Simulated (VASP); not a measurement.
# MgO in VASP: notebook, part 3 of 3

VASP 6.6.1.

## 4. Single point, r2SCAN (shear xy strain +5.0%)

File POSCAR:

```
MgO
1.0
    0.0570501415      2.2820056617      2.2820056617
    2.2820056617      0.0570501415      2.2820056617
    2.3390558033      2.3390558033      0.0000000001
Mg O
1 1
Direct
    0.0044516999      0.0044516999     -0.0044516999
    0.2455483001      0.2455483001      0.2544516999
```

File INCAR.step1:

```
ALGO     = Normal         # electronic algorithm
EDIFF    = 1E-4           # SCF threshold, eV
ENCUT    = 520            # plane-wave cutoff, eV
GGA      = PE             # functional
ISMEAR   = 0              # smearing method
LASPH    = True           # aspherical terms in the spheres
LCHARG   = False          # write CHGCAR
LREAL    = False          # projectors in reciprocal space
LWAVE    = True           # write WAVECAR
NBANDS   = 11             # bands
NELM     = 100            # most SCF steps
PREC     = Accurate       # precision mode
SIGMA    = 0.01           # smearing width, eV
```

File INCAR.step2:

```
ALGO     = Normal         # electronic algorithm
EDIFF    = 1E-7           # SCF threshold, eV
ENCUT    = 520            # plane-wave cutoff, eV
ISIF     = 2              # what is computed and relaxed
ISMEAR   = 0              # smearing method
ISTART   = 1            
LASPH    = True           # aspherical terms in the spheres
LCHARG   = True           # write CHGCAR
LELF     = True           # ELF
LMIXTAU  = True         
LREAL    = False          # projectors in reciprocal space
LVHAR    = True         
LWAVE    = False          # write WAVECAR
METAGGA  = R2SCAN         # meta-GGA
NBANDS   = 11             # bands
NELM     = 100            # most SCF steps
PREC     = Accurate       # precision mode
SIGMA    = 0.01           # smearing width, eV
```

File KPOINTS:

```
k-points
0
Gamma
  10 10 10
```

Potentials or basis: VASP PAW PBE potentials, release 64 (Mg, O).

Started as:

```bash
> cat potpaw_PBE.64/Mg/POTCAR potpaw_PBE.64/O/POTCAR > POTCAR
> cp INCAR.step1 INCAR
> mpirun -np 1 vasp_std > vasp.out
> cp INCAR.step2 INCAR
> mpirun -np 1 vasp_std > vasp.out
```

OUTCAR:

```text
EDIFF = 1E-7
   ENCUT = 520
   ISIF = 2
   ISMEAR = 0
   ISTART = 1
   LASPH = True
   LREAL = False
   METAGGA = R2SCAN
   NELM = 100
   PREC = Accurate

 ion  position               nearest neighbor table
   1  0.004  0.004  0.996-   2 1.97   2 1.97   2 1.99   2 1.99
   2  0.246  0.246  0.254-   1 1.97   1 1.97   1 1.99   1 1.99

  LATTYP: Found a body centered orthorhombic cell.
 ALAT       =     3.1465622723
 B/A-ratio  =     1.0512820513
 C/A-ratio  =     1.4504754485

  Lattice vectors:

 A1 = (   2.2820056618,   0.0570501416,  -2.2820056616)
 A2 = (  -2.2820056617,  -0.0570501415,  -2.2820056617)
 A3 = (   0.0570501415,   2.2820056617,   2.2820056617)

Analysis of symmetry for initial positions (statically):
=====================================================================
 Subroutine PRICEL returns:
 Original cell was already a primitive cell.

 Routine SETGRP: Setting up the symmetry group for a
 body centered orthorhombic supercell.

 Subroutine GETGRP returns: Found  4 space group operations
 (whereof  4 operations were pure point group operations)
[... 166 lines left out ...]
 val. band max:        0.5169114913   @ k =   0.0000   0.0000   0.0000
 cond. band min:       4.6739817271   @ k =   0.0000   0.0000   0.0000
 fundamental gap:      4.1570702358
 Fermi energy:         0.6682762822

 k-point     1 :       0.0000    0.0000    0.0000
  band No.  band energies     occupation
      1     -16.4635      2.00000
      2       0.2419      2.00000
      3       0.3670      2.00000
      4       0.5169      2.00000
      5       4.6740      0.00000
      6      17.5857      0.00000
      7      18.3141      0.00000
      8      19.0149      0.00000
      9      21.4432      0.00000
     10      21.6013      0.00000
     11      21.8099      0.00000
[... 309 lines left out ...]
 k-point    24 :       0.4000    0.3000    0.0000
  band No.  band energies     occupation
      1     -15.7921      2.00000
      2      -1.8681      2.00000
      3      -0.3910      2.00000
      4      -0.1559      2.00000
      5       7.9034      0.00000
      6      12.9504      0.00000
      7      15.4100      0.00000
      8      17.3537      0.00000
      9      18.6595      0.00000
     10      24.8679      0.00000
     11      25.1479      0.00000

 [... further k-points ...]
[... 5 lines left out ...]
  --------------------------------------------------------------------------------------
  -------------------------------------------------------------------------------------
  Total       -0.0667219     -0.0667219     -0.1094720     -0.6640887     -0.0000000     -0.0000000
  in kB       -4.5005970     -4.5005970     -7.3842237    -44.7948465     -0.0000000     -0.0000000
  external PRESSURE =      -5.4618059 kB  Pullay stress =       0.0000000 kB

 VOLUME and BASIS-vectors are now :
 -----------------------------------------------------------------------------
  energy-cutoff  :      520.00
  volume of cell :       23.75
      direct lattice vectors                 reciprocal lattice vectors
     0.057050141  2.282005662  2.282005662    -0.224723594  0.224723594  0.219105504
     2.282005662  0.057050141  2.282005662     0.224723594 -0.224723594  0.219105504
     2.339055803  2.339055803  0.000000000     0.213761467  0.213761467 -0.219105504

 POSITION                                       TOTAL-FORCE (eV/Angst)
 -----------------------------------------------------------------------------------
      2.33906      2.33906      0.02032        -0.000000     -0.000000      0.003592
      1.16953      1.16953      1.12069         0.000000      0.000000     -0.003592
 -----------------------------------------------------------------------------------
    total drift:                                0.002216      0.002216     -0.010672

  FREE ENERGIE OF THE ION-ELECTRON SYSTEM (eV)
  ---------------------------------------------------
  free  energy   TOTEN  =       -15.8375125637 eV

  energy  without entropy=      -15.8375125637  energy(sigma->0) =      -15.83751256
```

OSZICAR.step1:

```text
N       E                     dE             d eps       ncg     rms          rms(c)
DAV:   1     0.151887734767E+02    0.15189E+02   -0.43979E+03  4178   0.628E+02
DAV:   2    -0.131202165042E+02   -0.28309E+02   -0.27694E+02  4302   0.134E+02
DAV:   3    -0.138561689291E+02   -0.73595E+00   -0.73541E+00  4563   0.196E+01
DAV:   4    -0.138585070246E+02   -0.23381E-02   -0.23380E-02  4158   0.128E+00
DAV:   5    -0.138585171109E+02   -0.10086E-04   -0.10086E-04  4485   0.812E-02    0.833E+00
DAV:   6    -0.117119138539E+02    0.21466E+01   -0.13552E+01  4221   0.192E+01    0.277E+00
DAV:   7    -0.116831379354E+02    0.28776E-01   -0.11638E-01  4055   0.265E+00    0.153E+00
DAV:   8    -0.116785309476E+02    0.46070E-02   -0.47634E-02  4032   0.241E+00    0.356E-01
DAV:   9    -0.116777339590E+02    0.79699E-03   -0.89476E-04  4446   0.208E-01    0.225E-01
DAV:  10    -0.116776707101E+02    0.63249E-04   -0.14061E-03  4091   0.277E-01    0.124E-02
DAV:  11    -0.116776758457E+02   -0.51355E-05   -0.16768E-05  2120   0.272E-02
   1 F= -.11677676E+02 E0= -.11677676E+02  d E =-.205281E-84
```

Wall time 2.9 min (1 thread of Intel Xeon Platinum 8259CL at 2.50GHz (Skylake/Cascade Lake), shared host); peak memory 0.18 GiB.

Results:

- Free energy: -15.8375 eV
- Pressure: -0.5 GPa
- Largest force: 0.004 eV/Å
- Band gap on the k mesh: 4.16 eV, direct

Forces on the atoms (eV/Å):
```
Mg   0.000  0.000  0.004
O    0.000  0.000 -0.004
```

Levels at points of the mesh, in eV from the valence-band top:
```tsv
k point	band 2	band 3	band 4	band 5	band 6	band 7
(0.00, 0.00, 0.00)	-0.28	-0.15	0.00	4.16	17.07	17.80
(0.50, 0.00, 0.00)	-3.11	-0.45	-0.35	9.46	10.46	14.87
(0.50, 0.50, 0.00)	-2.65	-1.10	-0.67	6.76	12.36	15.19
(0.00, 0.00, 0.50)	-3.23	-0.31	-0.19	9.48	10.28	15.38
(0.50, 0.00, 0.50)	-2.65	-0.89	-0.89	6.79	12.32	15.17
```

Caveat: the cell differs from its parent crystal (shear xy strain +5.0%); the PAW data sets were made with another functional, which shifts forces and pressure a little.

## 5. Overview

| level | cell | smearing | gap on the mesh (eV) | pressure (GPa) | largest force (eV/Å) |
| --- | --- | --- | --- | --- | --- |
| PBE | a = 3.228, b = 3.228, c = 3.308 Å, angles 59.2, 59.2, 58.3°, 2 atoms | fermi-dirac 0.02 eV | 3.48 | 3.5 | 0.03 |
| r2SCAN | a = 3.233 Å, angles 57.2°, 2 atoms | gaussian 0.01 eV | 4.49 | 7.8 | 0.01 |
| r2SCAN | a = 3.228, b = 3.228, c = 3.308 Å, angles 59.2, 59.2, 58.3°, 2 atoms | gaussian 0.01 eV | 4.16 | -0.5 | - |

Alike in all rows: task single point; potentials or basis VASP PAW PBE potentials, release 64 (Mg, O); no spin polarisation; k mesh 10 × 10 × 10; cutoff (eV) 520.

Caveats: the PAW data sets were made with another functional, which shifts forces and pressure a little (some runs).

Absolute energies hang on the potentials; compare differences alone.
